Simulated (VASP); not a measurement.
Wanted: the native input for a VASP 6.6.1 run.

```
Task                   : single point
Functional             : PBE
Potentials or basis    : VASP PAW PBE potentials, release 64 (Ga_d, Co)
Cutoff                 : 520 eV
k mesh                 : 6 × 6 × 6
Occupations            : gaussian, width 0.1 eV
Spin                   : collinear spin, ferromagnetic start
Starting moments       : [0.0, 0.0, -3.0, -3.0] μB
Dipole correction      : no
Further INCAR settings : ALGO = Normal; EDIFF = 1e-07; NBANDS = 34
```

The structure of GaCo lies in POSCAR:

```
GaCo
1.0
   -1.3882505732      2.6106852759      3.6322051166
    1.3882505732     -2.6106852759      3.6322051166
    1.3882505732      2.6106852759     -3.6322051166
Ga Co
2 2
Direct
    0.7905452036      0.7905452036      0.0000000000
    0.2094547964      0.2094547964      0.0000000000
    0.7359362777      0.5000000000      0.2359362777
    0.2640637223      0.5000000000      0.7640637223
```

The cell was generated, and may not be a known phase.

One way to write it, as run:

INCAR

```
SYSTEM = GaCo
PREC = Accurate ; ENCUT = 520
EDIFF = 1E-7 ; ISMEAR = 0
SIGMA = 0.1 ; LREAL = .False.
LASPH = .True. ; NELM = 150
ALGO = Normal ; ISIF = 2
LWAVE = .False. ; LCHARG = .False.
ISPIN = 2 ; MAGMOM = 0 0 -3 -3
LORBIT = 11 ; LMAXMIX = 4
GGA = PE ; NBANDS = 34
```

KPOINTS

```
regular mesh
0
Gamma
  6 6 6
  0 0 0
```

Potentials or basis: VASP PAW PBE potentials, release 64 (Ga_d, Co).

Run with:

```console
$ cat potpaw_PBE.64/Ga_d/POTCAR potpaw_PBE.64/Co/POTCAR > POTCAR
$ mpirun -np 1 vasp_std > vasp.out
```

It gave:

The pressure is 0.5 GPa and the largest force is 0.057 eV/Å. The net moment is -0.56 μB per cell. The site moments are Ga +0.02; Co -0.31 μB and the valence electrons inside the program's atomic spheres are Ga 11.75; Co 8.29.

Caveat: the k points lie up to 0.40 Å⁻¹ apart.

Run time: 98 s on 1 thread of Intel(R) Xeon(R) 6975P-C (Granite Rapids) (shared host), peak memory 0.32 GiB.
